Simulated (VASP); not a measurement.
A run of VASP 6.6.1 is set up as follows.

File POSCAR:

```
GaN
1.0
    3.1671870454      0.0000000000      0.0000000000
   -1.5835935227      2.7428644398      0.0000000000
    0.0000000000      0.0000000000      5.1952101198
Ga N
2 2
Direct
    0.3333333333      0.6666666667     -0.0002840375
    0.6666666667      0.3333333333      0.4997159625
    0.3333333333      0.6666666667      0.3752840375
    0.6666666667      0.3333333333      0.8752840375
```

File INCAR.step1:

```
SYSTEM = GaN
  ALGO = Normal
  EDIFF = 1E-4
  ENCUT = 520
  GGA = PE
  ISMEAR = 0
  LASPH = .TRUE.
  LCHARG = .FALSE.
  LREAL = .FALSE.
  LWAVE = .TRUE.
  NBANDS = 26
  NELM = 100
  PREC = Accurate
  SIGMA = 0.01
```

The input INCAR.step2:

```
SYSTEM = GaN
  ALGO = Normal
  EDIFF = 1E-7
  ENCUT = 520
  ISIF = 2
  ISMEAR = 0
  ISTART = 1
  LASPH = .TRUE.
  LCHARG = .FALSE.
  LMIXTAU = .TRUE.
  LREAL = .FALSE.
  LWAVE = .FALSE.
  METAGGA = R2SCAN
  NBANDS = 26
  NELM = 100
  PREC = Accurate
  SIGMA = 0.01
```

File KPOINTS:

```
k-points
0
G
  8 8 4
  0 0 0
```

Potentials or basis: VASP PAW PBE potentials, release 64 (Ga_d, N).

Launch:

```console
$ cat potpaw_PBE.64/Ga_d/POTCAR potpaw_PBE.64/N/POTCAR > POTCAR
$ cp INCAR.step1 INCAR
$ mpirun -np 1 vasp_std > vasp.out
$ cp INCAR.step2 INCAR
$ mpirun -np 1 vasp_std > vasp.out
```

Problem. Estimate the band gap on the k mesh.

Solution. 2.37 eV, direct.

Problem. Estimate the largest force.

Solution. 0.011 eV/Å.

Stress tensor (GPa, compression positive):
```
3.48 0.00 0.00
0.00 3.48 0.00
0.00 0.00 1.09
```

Caveat: the cell differs from its parent crystal (film at in-plane strain -0.005); the PAW data sets were made with another functional, which shifts forces and pressure a little.
